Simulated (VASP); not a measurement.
# MgPbS3 (Pm-3m) in VASP: notebook

The runs below take MgPbS3 through single point, relaxation of cell and atoms, with PBEsol.

Everything below comes from runs of VASP 6.6.1. Logs are shortened: lines on timing, memory, paths and dates and some standing lists are left out, and cuts for length are marked.

### 1 The cell of the first run

It takes space group Pm-3m (No. 221, cubic). The conventional cell has a = 5.085 Å, b = 5.085 Å, c = 5.085 Å, α = 90.00°, β = 90.00°, γ = 90.00°. Mg (site symmetry m-3m) has 12 S at 3.60 Å and 8 Pb at 4.40 Å within 4.7 Å. Pb (site symmetry m-3m) has 6 S at 2.54 Å within 3.4 Å. Within 3.4 Å of S (site symmetry 4/mmm) lie 2 Pb at 2.54 Å.

### 2 Single point, PBEsol

The input, INCAR:

```
  ALGO = Normal
  EDIFF = 1E-6
  ENCUT = 520
  GGA = PS
  ISIF = 2
  ISMEAR = -1
  LASPH = True
  LCHARG = True
  LELF = True
  LREAL = False
  LVHAR = True
  LWAVE = False
  NBANDS = 25
  NELM = 80
  PREC = Accurate
  SIGMA = 0.03
```

The input, KPOINTS:

```
k-points
0
Gamma
  4 4 4
```

The input, POSCAR:

```
MgPbS3
1.0
    5.0847859842      0.0000000000      0.0000000000
    0.0000000000      5.0847859842      0.0000000000
    0.0000000000      0.0000000000      5.0847859842
Mg Pb S
1 1 3
Direct
    0.0000000000      0.0000000000      0.0000000000
    0.5000000000      0.5000000000      0.5000000000
    0.5000000000      0.5000000000      0.0000000000
    0.5000000000      0.0000000000      0.5000000000
    0.0000000000      0.5000000000      0.5000000000
```

Potentials or basis: VASP PAW PBE potentials, release 64 (Mg, Pb_d, S).

Command:

```
$ cat potpaw_PBE.64/Mg/POTCAR potpaw_PBE.64/Pb_d/POTCAR potpaw_PBE.64/S/POTCAR > POTCAR
$ mpirun -np 1 vasp_std > vasp.out
```

OUTCAR:

```text
EDIFF = 1E-6
   ENCUT = 520
   GGA = PS
   ISIF = 2
   ISMEAR = -1
   LASPH = True
   LREAL = False
   NELM = 80
   PREC = Accurate

 ion  position               nearest neighbor table
   1  0.000  0.000  0.000-
   2  0.500  0.500  0.500-   3 2.54   4 2.54   5 2.54   3 2.54   4 2.54   5 2.54
   3  0.500  0.500  0.000-   2 2.54   2 2.54
   4  0.500  0.000  0.500-   2 2.54   2 2.54
   5  0.000  0.500  0.500-   2 2.54   2 2.54

  LATTYP: Found a simple cubic cell.
 ALAT       =     5.0847859842

  Lattice vectors:

 A1 = (   5.0847859842,   0.0000000000,   0.0000000000)
 A2 = (   0.0000000000,   5.0847859842,   0.0000000000)
 A3 = (   0.0000000000,   0.0000000000,   5.0847859842)

Analysis of symmetry for initial positions (statically):
=====================================================================
 Subroutine PRICEL returns:
 Original cell was already a primitive cell.

 Routine SETGRP: Setting up the symmetry group for a
 simple cubic supercell.

 Subroutine GETGRP returns: Found 48 space group operations
 (whereof 48 operations were pure point group operations)
 out of a pool of 48 trial point group operations.

The static configuration has the point symmetry O_h .

Analysis of symmetry for dynamics (positions and initial velocities):
=====================================================================
 Subroutine PRICEL returns:
 Original cell was already a primitive cell.

 Routine SETGRP: Setting up the symmetry group for a
 simple cubic supercell.

 Subroutine GETGRP returns: Found 48 space group operations
 (whereof 48 operations were pure point group operations)
 out of a pool of 48 trial point group operations.

The dynamic configuration has the point symmetry O_h .

 Subroutine INISYM returns: Found 48 space group operations
 (whereof 48 operations are pure point group operations),
 and found     1 'primitive' translations

----------------------------------------------------------------------------------------

                                     Primitive cell

  volume of cell :     131.4674

  direct lattice vectors                    reciprocal lattice vectors
     5.084785984  0.000000000  0.000000000     0.196665111  0.000000000  0.000000000
     0.000000000  5.084785984  0.000000000     0.000000000  0.196665111  0.000000000
     0.000000000  0.000000000  5.084785984     0.000000000  0.000000000  0.196665111

  length of vectors
     5.084785984  5.084785984  5.084785984     0.196665111  0.196665111  0.196665111

  position of ions in fractional coordinates (direct lattice)
     0.000000000  0.000000000  0.000000000
     0.500000000  0.500000000  0.500000000
     0.500000000  0.500000000  0.000000000
     0.500000000  0.000000000  0.500000000
     0.000000000  0.500000000  0.500000000

  ion indices of the primitive-cell ions
   primitive index   ion index
                 1           1
                 2           2
                 3           3
                 4           4
                 5           5

----------------------------------------------------------------------------------------

 KPOINTS: k-points

Automatic generation of k-mesh.
 Grid dimensions read from file:
 generate k-points for:    4    4    4

 Generating k-lattice:

  Cartesian coordinates                     Fractional coordinates (reciprocal lattice)
     0.049166278  0.000000000  0.000000000     0.250000000  0.000000000  0.000000000
     0.000000000  0.049166278  0.000000000     0.000000000  0.250000000  0.000000000
     0.000000000  0.000000000  0.049166278     0.000000000  0.000000000  0.250000000

  Length of vectors
     0.049166278  0.049166278  0.049166278

  Shift w.r.t. Gamma in fractional coordinates (k-lattice)
     0.000000000  0.000000000  0.000000000

 Subroutine IBZKPT returns following result:
 ===========================================

 Found     10 irreducible k-points:

 Following reciprocal coordinates:
            Coordinates               Weight
  0.000000  0.000000  0.000000      1.000000
  0.250000  0.000000  0.000000      6.000000
  0.500000  0.000000  0.000000      3.000000
  0.250000  0.250000  0.000000     12.000000
  0.500000  0.250000  0.000000     12.000000
  0.500000  0.500000  0.000000      3.000000
  0.250000  0.250000  0.250000      8.000000
  0.500000  0.250000  0.250000     12.000000
  0.500000  0.500000  0.250000      6.000000
  0.500000  0.500000  0.500000      1.000000
   k-points           NKPTS =     10   k-points in BZ     NKDIM =     10   number of bands    NBANDS=     25
   number of dos      NEDOS =    301   number of ions     NIONS =      5
   total plane-waves  NPLWV =  64000
   dimension x,y,z NGX =    40 NGY =   40 NGZ =   40
   dimension x,y,z NGXF=    80 NGYF=   80 NGZF=   80
   ions per type =               1   1   3
   NGX,Y,Z   is equivalent  to a cutoff of  13.08, 13.08, 13.08 a.u.
   NGXF,Y,Z  is equivalent  to a cutoff of  26.16, 26.16, 26.16 a.u.
 SYSTEM =  unknown system
   PREC   = accura    normal or accurate (medium, high low for compatibility)
   ISTART =      0    job   : 0-new  1-cont  2-samecut
   ICHARG =      2    charge: 1-file 2-atom 10-const
   ISPIN  =      1    spin polarized calculation?
   LNONCOLLINEAR =      F non collinear calculations
   LSORBIT =      F    spin-orbit coupling
   LASPH  =      T    aspherical Exc in radial PAW
   ENCUT  =  520.0 eV  38.22 Ry    6.18 a.u.   9.45  9.45  9.45*2*pi/ulx,y,z
   NELM   =     80;   NELMIN=  2; NELMDL= -5     # of ELM steps
   EDIFF  = 0.1E-05   stopping-criterion for ELM
   LREAL  =      F    real-space projection
   EDIFFG = 0.1E-04   stopping-criterion for IOM
   NSW    =      0    number of steps for IOM
   IBRION =     -1    ionic relax: 0-MD 1-quasi-New 2-CG
   NFREE  =      0    steps in history (QN), initial steepest desc. (CG)
   ISIF   =      2    stress and relaxation
   ISYM   =      2    0-nonsym 1-usesym 2-fastsym
   POTIM  = 0.5000    time-step for ionic-motion
   TEBEG  =    0.0;   TEEND  =   0.0 temperature during run
   PSTRESS=    0.0 pullay stress
   NELECT =      34.0000    total number of electrons
   NUPDOWN=      -1.0000    fix difference up-down
   EMIN   =  10.00;   EMAX   =-10.00  energy-range for DOS
   EFERMI =   0.00;   METHOD = LEGACY
   ISMEAR =    -1;   SIGMA  =   0.03  broadening in eV -4-tet -1-fermi 0-gaus
   EFERMI_NEDOS =   21; number of points for ismear=-14 and -15
   IALGO  =     38    algorithm
   IMIX   =      4    mixing-type and parameters
     AMIX     =   0.40;   BMIX     =  1.00
     AMIX_MAG =   1.60;   BMIX_MAG =  1.00
  volume/ion in A,a.u.               =      26.29       177.44
  Fermi-wavevector in a.u.,A,eV,Ry     =   1.043026  1.971033 14.801821  1.087903
  Thomas-Fermi vector in A             =   2.177717
   LORBIT       =      0    0 simple, 1 ext, 2 COOP (PROOUT), +10 PAW based schemes
   GGA     = PS    functional components
   LHFCALC =     F    Hartree Fock is set to
   AEXX    =    0.0000 exact exchange contribution
   IVDW    =     0    specifies the selected vdW correction
   LEPSILON=     F    determine dielectric tensor
   LRPA    =     F    only Hartree local field effects (RPA)
 non-spin polarized calculation
  energy-cutoff  :      520.00
  volume of cell :      131.47
 maximum number of plane-waves:      3575
 NGX is ok and might be reduce to    40
   NGX = 19   NGY = 19   NGZ = 19

 number of electron      33.9999997 magnetization

 Free energy of the ion-electron system (eV)
  ---------------------------------------------------
  ext. energy  EPLUGINS =         0.00000000
  ---------------------------------------------------
  free energy    TOTEN  =       -17.56574859 eV

  energy without entropy =      -17.54589545  energy(sigma->0) =      -17.55582202

 E-fermi :   2.7013     XC(G=0):  -8.9070

 val. band max:        2.6922473681   @ k =   0.5000   0.5000   0.5000
 cond. band min:       2.7332954928   @ k =   0.0000   0.0000   0.0000
 fundamental gap:      0.0410481247
 Fermi energy:         2.7012851088

 k-point     1 :       0.0000    0.0000    0.0000
  band No.  band energies     occupation
      1     -13.7131      2.00000
      2     -13.7131      2.00000
      3     -13.2575      2.00000
      4     -13.2575      2.00000
      5     -13.2575      2.00000
      6     -10.6349      2.00000
[... 17 lines left out ...]
     24       9.0797      0.00000
     25       9.1500      0.00000

 k-point     2 :       0.2500    0.0000    0.0000
  band No.  band energies     occupation
      1     -13.7127      2.00000
      2     -13.6566      2.00000
      3     -13.2603      2.00000
      4     -13.2603      2.00000
      5     -13.2573      2.00000
      6     -10.4159      2.00000
[... 17 lines left out ...]
     24       9.3769      0.00000
     25      10.0072      0.00000

 k-point     3 :       0.5000    0.0000    0.0000
  band No.  band energies     occupation
      1     -13.7123      2.00000
      2     -13.5995      2.00000
      3     -13.2631      2.00000
      4     -13.2631      2.00000
      5     -13.2572      2.00000
      6     -10.0259      2.00000
[... 17 lines left out ...]
     24       9.9999      0.00000
     25      10.5676      0.00000

 k-point     4 :       0.2500    0.2500    0.0000
  band No.  band energies     occupation
      1     -13.6854      2.00000
      2     -13.6242      2.00000
      3     -13.2633      2.00000
      4     -13.2602      2.00000
      5     -13.2602      2.00000
      6     -10.1997      2.00000
[... 17 lines left out ...]
     24      10.1950      0.00000
     25      10.2913      0.00000

 k-point     5 :       0.5000    0.2500    0.0000
  band No.  band energies     occupation
      1     -13.6781      2.00000
      2     -13.5710      2.00000
      3     -13.2663      2.00000
      4     -13.2630      2.00000
      5     -13.2601      2.00000
      6      -9.7957      2.00000
[... 17 lines left out ...]
     24       9.7965      0.00000
     25      10.1337      0.00000

 k-point     6 :       0.5000    0.5000    0.0000
  band No.  band energies     occupation
      1     -13.6598      2.00000
      2     -13.5251      2.00000
      3     -13.2694      2.00000
      4     -13.2629      2.00000
      5     -13.2629      2.00000
      6      -9.2463      2.00000
[... 17 lines left out ...]
     24       7.9587      0.00000
     25      10.2340      0.00000

 k-point     7 :       0.2500    0.2500    0.2500
  band No.  band energies     occupation
      1     -13.6239      2.00000
      2     -13.6239      2.00000
      3     -13.2632      2.00000
      4     -13.2631      2.00000
      5     -13.2631      2.00000
      6      -9.9907      2.00000
[... 17 lines left out ...]
     24       9.3942      0.00000
     25       9.8977      0.00000

 k-point     8 :       0.5000    0.2500    0.2500
  band No.  band energies     occupation
      1     -13.6237      2.00000
      2     -13.5610      2.00000
      3     -13.2662      2.00000
      4     -13.2661      2.00000
      5     -13.2630      2.00000
      6      -9.5842      2.00000
[... 17 lines left out ...]
     24       9.1903      0.00000
     25       9.6048      0.00000

 k-point     9 :       0.5000    0.5000    0.2500
  band No.  band energies     occupation
      1     -13.5935      2.00000
      2     -13.5250      2.00000
      3     -13.2692      2.00000
      4     -13.2660      2.00000
      5     -13.2660      2.00000
      6      -9.0691      2.00000
[... 17 lines left out ...]
     24       8.1670      0.00000
     25       8.9473      0.00000

 k-point    10 :       0.5000    0.5000    0.5000
  band No.  band energies     occupation
      1     -13.5249      2.00000
      2     -13.5249      2.00000
      3     -13.2691      2.00000
      4     -13.2691      2.00000
      5     -13.2691      2.00000
      6      -8.7757      2.00000
[... 17 lines left out ...]
     24       9.0344      0.00000
     25       9.0344      0.00000

------------------------ aborting loop because EDIFF is reached ----------------------------------------

  FORCE on cell =-STRESS in cart. coord.  units (eV):
  Direction    XX          YY          ZZ          XY          YZ          ZX
  --------------------------------------------------------------------------------------
  -------------------------------------------------------------------------------------
  Total       -0.0531917     -0.0531917     -0.0531917     -0.0000000     -0.0000000     -0.0000000
  in kB       -0.6482405     -0.6482405     -0.6482405     -0.0000000     -0.0000000     -0.0000000
  external PRESSURE =      -0.6482405 kB  Pullay stress =       0.0000000 kB

 VOLUME and BASIS-vectors are now :
 -----------------------------------------------------------------------------
  energy-cutoff  :      520.00
  volume of cell :      131.47
      direct lattice vectors                 reciprocal lattice vectors
     5.084785984  0.000000000  0.000000000     0.196665111  0.000000000  0.000000000
     0.000000000  5.084785984  0.000000000     0.000000000  0.196665111  0.000000000
     0.000000000  0.000000000  5.084785984     0.000000000  0.000000000  0.196665111

 POSITION                                       TOTAL-FORCE (eV/Angst)
 -----------------------------------------------------------------------------------
      0.00000      0.00000      0.00000         0.000000      0.000000      0.000000
      2.54239      2.54239      2.54239         0.000000      0.000000      0.000000
      2.54239      2.54239      0.00000         0.000000      0.000000      0.000000
      2.54239      0.00000      2.54239         0.000000      0.000000      0.000000
      0.00000      2.54239      2.54239         0.000000      0.000000      0.000000
 -----------------------------------------------------------------------------------
    total drift:                               -0.000000      0.000000     -0.000000

  FREE ENERGIE OF THE ION-ELECTRON SYSTEM (eV)
  ---------------------------------------------------
  free  energy   TOTEN  =       -17.5657485854 eV

  energy  without entropy=      -17.5458954491  energy(sigma->0) =      -17.55582202
```

It took 35 s on 1 thread of Intel Xeon Platinum 8559C (Emerald Rapids), shared host; peak memory 0.25 GiB.

Results:

```yaml
Free_energy: -17.5657 eV
Pressure: -0.1 GPa
Band_gap_on_the_k_mesh: zero (band 17 reaches 3.19 eV, above the bottom of band 18 at 2.11 eV)
```

Caveat: the PAW data sets were made with another functional, which shifts forces and pressure a little; spin-orbit coupling is left out, which moves the levels of the heavy elements.

### 3 Relaxation of cell and atoms, PBEsol

This run uses another cell than the first one, of 27.53 Å³/atom, 1.047 times its volume.

The input, INCAR:

```
SYSTEM = MgPbS3
ALGO = Normal ; EDIFF = 1E-7
EDIFFG = -0.01 ; ENCUT = 600
GGA = PS ; IBRION = 2
ISIF = 3 ; ISMEAR = -1
LASPH = .True. ; LCHARG = .False.
LREAL = .False. ; LWAVE = .False.
NELM = 80 ; NSW = 100
PREC = Accurate ; SIGMA = 0.03
```

The input, KPOINTS:

```
k-points
0
Gamma
  4 4 4
  0 0 0
```

Edit POSCAR of step 2 so:

```diff
@@ -2,5 +2,5 @@
 1.0
-    5.0847859842      0.0000000000      0.0000000000
-    0.0000000000      5.0847859842      0.0000000000
-    0.0000000000      0.0000000000      5.0847859842
+    5.1635525000      0.0000000000      0.0000000000
+    0.0000000000      5.1635525000      0.0000000000
+    0.0000000000      0.0000000000      5.1635525000
 Mg Pb S
```

Potentials or basis: VASP PAW PBE potentials, release 64 (Mg, Pb_d, S).

Command:

```
$ cat potpaw_PBE.64/Mg/POTCAR potpaw_PBE.64/Pb_d/POTCAR potpaw_PBE.64/S/POTCAR > POTCAR
$ mpirun -np 1 vasp_std > vasp.out
```

Run time: 79 s. Hardware: 1 thread of Intel Xeon Platinum 8559C (Emerald Rapids), shared host; peak memory 0.28 GiB.

Results (log left out):

| Quantity | Value |
| --- | --- |
| Free energy | -17.5667 eV |
| Relaxed volume | 26.28 Å³/atom |
| Relaxed cell | a = 5.084 Å, b = 5.084 Å, c = 5.084 Å, α = 90.00°, β = 90.00°, γ = 90.00° |
| Space group after relaxing (to 0.05 Å) | Pm-3m (No. 221) |
| Energy gained by relaxing | 7.9 meV/atom |
| Ionic steps | 3 |
| Pressure after relaxing | 0.0 GPa |
| Band gap on the k mesh | zero (band 17 reaches 3.20 eV, above the bottom of band 18 at 2.11 eV) |

Step by step:
```csv
step,energy change (eV),largest force (eV/Å),pressure (GPa),volume (Å³)
1,0.0000,0.0000,-1.95,137.67
2,-0.0396,0.0000,0.11,131.10
3,-0.0397,0.0000,0.00,131.40
```

Final structure:
```xyz
5
Lattice="5.0840 0.0000 0.0000 0.0000 5.0840 0.0000 0.0000 0.0000 5.0840" Properties=species:S:1:pos:R:3 pbc="T T T"
Mg    0.0000    0.0000    0.0000
Pb    2.5420    2.5420    2.5420
S     2.5420    2.5420    0.0000
S     2.5420    0.0000    2.5420
S     0.0000    2.5420    2.5420
```

Levels at points of the mesh, in eV from the Fermi level:
| k point | band 15 | band 16 | band 17 | band 18 | band 19 | band 20 |
| --- | --- | --- | --- | --- | --- | --- |
| (0.00, 0.00, 0.00) | -0.62 | -0.59 | -0.59 | -0.59 | 0.03 | 5.72 |
| (0.50, 0.00, 0.00) | -1.00 | -0.53 | -0.53 | 1.63 | 1.72 | 3.63 |
| (0.50, 0.50, 0.00) | -1.06 | -0.07 | 0.46 | 1.76 | 3.25 | 4.09 |
| (0.50, 0.50, 0.50) | -0.01 | 0.49 | 0.49 | 0.49 | 3.56 | 3.56 |

Caveat: the PAW data sets were made with another functional, which shifts forces and pressure a little; spin-orbit coupling is left out, which moves the levels of the heavy elements.
